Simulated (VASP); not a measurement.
Set up this calculation in VASP 6.6.1, as the native input.

```
Task                   : single point
Functional             : PBE
Potentials or basis    : VASP PAW PBE potentials, release 64 (W_sv, C)
Cutoff                 : 520 eV
k mesh                 : 10 × 10 × 10
Occupations            : fermi-dirac, width 0.05 eV
Spin                   : no spin polarisation
Dipole correction      : no
Further INCAR settings : ALGO = Normal; EDIFF = 1e-07; NBANDS = 16
```

The structure of WC lies in POSCAR:

```
WC
1.0
    0.0000000000      2.1630495024      2.1630495024
    2.1630495024      0.0000000000      2.1630495024
    2.1630495024      2.1630495024      0.0000000000
W C
1 1
Direct
    0.0000000000      0.0000000000      0.0000000000
    0.5000000000      0.5000000000      0.5000000000
```

This cell differs from its parent crystal: volume scaled by 0.96.

One way to write it, as run:

INCAR

```
SYSTEM = WC
PREC = Accurate
ENCUT = 520
EDIFF = 1E-7
ISMEAR = -1
SIGMA = 0.05
LREAL = .FALSE.
LASPH = .TRUE.
NELM = 100
ALGO = Normal
ISIF = 2
LWAVE = .FALSE.
LCHARG = .TRUE.
GGA = PE
LELF = .TRUE.
LVHAR = .TRUE.
NBANDS = 16
```

KPOINTS

```
regular mesh
0
G
  10 10 10
  0 0 0
```

Potentials or basis: VASP PAW PBE potentials, release 64 (W_sv, C).

Launch:

```console
$ cat potpaw_PBE.64/W_sv/POTCAR potpaw_PBE.64/C/POTCAR > POTCAR
$ mpirun -np 1 vasp_std > vasp.out
```

It gave:

```
Pressure               : 15.6 GPa
Band gap on the k mesh : zero (band 9 reaches 14.17 eV, above the bottom of band 10 at 10.79 eV)
```

Caveat: spin-orbit coupling is left out, which moves the levels of the heavy elements.

It took 26 s on 1 thread of AMD EPYC 7R43 64-Core Processor (Zen 3) (shared host), peak memory 0.1 GiB.
